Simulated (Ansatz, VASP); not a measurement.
BiTe in VASP and in Ansatz

```
Bi Te
1.0
     2.21983    1.28162    3.95135
    -2.21983    1.28162    3.95135
     0.00000   -2.56324    3.95135
Bi Te
1 1
Direct
  0.50000 0.50000 0.50000
  0.00000 0.00000 0.00000
```

Alike in both runs: task single point; functional r2SCAN; k mesh 12 × 12 × 12; occupations fermi-dirac, width 0.1 eV; no spin polarisation.

```csv
,VASP,Ansatz
version,VASP 6.6.1,Ansatz 0.2.0
potentials or method,"VASP PAW PBE potentials, release 64 (Bi_d, Te), cutoff 520 eV","scalar-relativistic, plane waves, PAW"
valence electrons in the cell,21,31
```

|  | VASP | Ansatz | Ansatz less VASP |
| --- | --- | --- | --- |
| gap on the k mesh at the Fermi level (eV) | none | none | - |
| pressure (GPa) | 0.0 | 0.0 | +0.03 |

VASP's potentials were made for PBE, not for r2SCAN. A gap of «none» marks a metal or a gap that the smearing closes. VASP's potentials hold 21 valence electrons a cell and Ansatz's 31, so a difference there can come from the potentials and not from the codes.

Neither program's run includes spin-orbit coupling.
